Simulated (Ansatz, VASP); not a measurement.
One calculation of Mn, two programs

```xyz
4
Lattice="3.6569 0.0000 0.0000 -1.8284 3.1670 0.0000 0.0000 0.0000 4.3453" Properties=species:S:1:pos:R:3 pbc="T T T"
Mn    0.0000    0.0000    1.0863
Mn    0.0000    0.0000    3.2589
Mn    0.0000    2.1113    3.2589
Mn    1.8284    1.0557    1.0863
```

Alike in both runs: functional r2SCAN; k mesh 9 × 9 × 2; occupations gaussian, width 0.1 eV; collinear spin.

Ansatz relaxed the structure, and its values are those at the end. VASP's run is a single point on that final structure, the one shown.

|  | VASP | Ansatz |
| --- | --- | --- |
| version | VASP 6.6.1 | Ansatz 0.2.0 |
| potentials or method | VASP PAW PBE potentials, release 64 (Mn_sv), cutoff 660 eV | scalar-relativistic, plane waves, PAW |
| valence electrons in the cell | 60 | 60 |

```csv
,VASP,Ansatz,Ansatz less VASP
gap on the k mesh at the Fermi level (eV),none,none,-
pressure (GPa),-1.5,0.0,+1.47
net moment per atom (μB),0.00,0.00,0.000
```

VASP's potentials were made for PBE, not for r2SCAN. A gap of «none» marks a metal or a gap that the smearing closes. Ansatz's warnings: lower free energy seen, seeded moment not kept.

The k mesh is coarse, so the values compare programs but aren't converged.
